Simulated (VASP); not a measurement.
Runs of VASP 6.6.1 on Cu. The structure is that of space group P6_3/mmc (No. 194), or close to it. The cells are those of the table. This isn't the form of Cu at room conditions, which is fcc.

```tsv
task	level	potentials or basis	cell	cutoff (eV)	gap on the mesh (eV)	pressure (GPa)	relaxed volume (Å³/atom)
relaxation of cell and atoms	PBEsol+D3(BJ)	VASP PAW PBE potentials, release 64 (Cu)	relaxed from a = 2.534, b = 2.534, c = 4.113 Å, angles 90.0, 90.0, 120.0°, 2 atoms	600	none	0.0	10.86
relaxation of cell and atoms	LDA	VASP PAW LDA potentials, release 64 (Cu)	relaxed from a = 2.534, b = 2.534, c = 4.113 Å, angles 90.0, 90.0, 120.0°, 2 atoms	600	none	0.1	(a)
single point	PBEsol	VASP PAW PBE potentials, release 64 (Cu)	a = 2.512, b = 2.512, c = 4.144 Å, angles 90.0, 90.0, 120.0°, 2 atoms	520	none	0.7	-
relaxation of cell and atoms	PBEsol	VASP PAW PBE potentials, release 64 (Cu)	relaxed from a = 2.534, b = 2.534, c = 4.113 Å, angles 90.0, 90.0, 120.0°, 2 atoms	600	none	-0.1	11.38
single point	LDA	VASP PAW LDA potentials, release 64 (Cu)	a = 2.480, b = 2.480, c = 4.092 Å, angles 90.0, 90.0, 120.0°, 2 atoms	520	none	1.1	-
single point	PBEsol+D3(BJ)	VASP PAW PBE potentials, release 64 (Cu)	a = 2.475, b = 2.475, c = 4.079 Å, angles 90.0, 90.0, 120.0°, 2 atoms	520	none	0.7	-
```

Alike in all rows: no spin polarisation; k mesh 15 × 15 × 8; smearing fermi-dirac 0.1 eV.

Question: Estimate the missing entries.

Answer: (a) 10.94.

Caveats: the PAW data sets were made with another functional, which shifts forces and pressure a little (at least some runs).

A gap of «none» marks levels without a gap at the run's occupations.
